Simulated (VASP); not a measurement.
Input of a VASP 6.6.1 run:

The input INCAR:

```
SYSTEM = B
PREC = Accurate
ENCUT = 520
EDIFF = 1E-6
ISMEAR = -1
SIGMA = 0.1
LREAL = .FALSE.
LASPH = .TRUE.
NELM = 80
ALGO = Normal
ISIF = 2
LWAVE = .FALSE.
LCHARG = .FALSE.
GGA = RP
NBANDS = 14
```

Contents of KPOINTS:

```
Automatic mesh
0
G
  27 27 2
  0 0 0
```

Contents of POSCAR:

```
B
1.0
    1.7245129453      0.0000000000      0.0000000000
   -0.8622564727      1.4934720198      0.0000000000
    0.0000000000      0.0000000000     21.3174729883
B
4
Direct
    1.0000000000      1.0000000000      0.0000000000
    1.0000000000      0.0000000000      0.5000000000
    0.3333333333      0.6666666667      0.2500000000
    0.6666666667      0.3333333333      0.7500000000
```

Potentials or basis: VASP PAW PBE potentials, release 64 (B).

Command:

```console
$ cat potpaw_PBE.64/B/POTCAR > POTCAR
$ mpirun -np 1 vasp_std > vasp.out
```

Question: Predict the band gap on the k mesh.

Answer: Zero (band 6 reaches 5.84 eV, above the bottom of band 7 at -5.10 eV).

Question: Estimate the pressure.

Answer: -0.7 GPa.

Stress tensor (GPa, compression positive):
```
-1.00  0.00  0.00
 0.00 -1.00  0.00
 0.00  0.00 -0.05
```

Caveat: the PAW data sets were made with another functional, which shifts forces and pressure a little; this functional lacks dispersion, which binds the layers, so the pressure and a relaxed spacing across them are unreliable.
